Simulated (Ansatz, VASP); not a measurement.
**Ag2O in VASP and in Ansatz**

Contents of INCAR:

```
PREC = Accurate ; ENCUT = 600
EDIFF = 1E-6 ; ISMEAR = 0
SIGMA = 0.1 ; LREAL = False
LASPH = True ; NELM = 120
ALGO = Normal ; ISIF = 2
LWAVE = False ; LCHARG = True
GGA = PE ; LELF = True
LVHAR = True ; NBANDS = 37
GGA_COMPAT = False
```

File KPOINTS:

```
Automatic mesh
0
Gamma
  8 8 8
```

File POSCAR:

```
Ag2O
1.0
    4.6630619028      0.0000000000      0.0000000000
    0.0000000000      4.6630619028      0.0000000000
    0.0000000000      0.0000000000      4.6630619028
Ag O
4 2
Direct
    0.2500000000      0.2500000000      0.2500000000
    0.2500000000      0.7500000000      0.7500000000
    0.7500000000      0.7500000000      0.2500000000
    0.7500000000      0.2500000000      0.7500000000
    0.0000000000      0.0000000000      0.0000000000
    0.5000000000      0.5000000000      0.5000000000
```

Input for Ansatz:

```yaml
crystal:
  lattice:
    - [4.6630619028, 0.0, 0.0]
    - [0.0, 4.6630619028, 0.0]
    - [0.0, 0.0, 4.6630619028]
  atoms:
    - { symbol: Ag, position: [0.25, 0.25, 0.25] }
    - { symbol: Ag, position: [0.25, 0.75, 0.75] }
    - { symbol: Ag, position: [0.75, 0.75, 0.25] }
    - { symbol: Ag, position: [0.75, 0.25, 0.75] }
    - { symbol: O, position: [0.0, 0.0, 0.0] }
    - { symbol: O, position: [0.5, 0.5, 0.5] }
basis:
  ecutwfc: 420
kpoints:
  mp_grid: { grid: [8, 8, 8] }
hamiltonian:
  xc: pbe
scf:
  occupations: { method: gaussian, width: 0.1 }
output:
  forces: true
  stress: true
  eigenvalues: true
```

Alike in both runs: task single point; functional PBE; k mesh 8 × 8 × 8; occupations gaussian, width 0.1 eV; no spin polarisation.

```csv
,VASP,Ansatz
version,VASP 6.6.1,Ansatz 0.2.0
potentials or method,"VASP PAW PBE potentials, release 64 (Ag, O), cutoff 600 eV","scalar-relativistic, plane waves, PAW"
valence electrons in the cell,56,88
```

Ansatz gave:

```
pressure (GPa) : 8.5
```

Problem. Estimate VASP's values.

Solution. Pressure (GPa): 8.3.

VASP's potentials hold 56 valence electrons a cell and Ansatz's 88, so a difference there can come from the potentials and not from the codes.
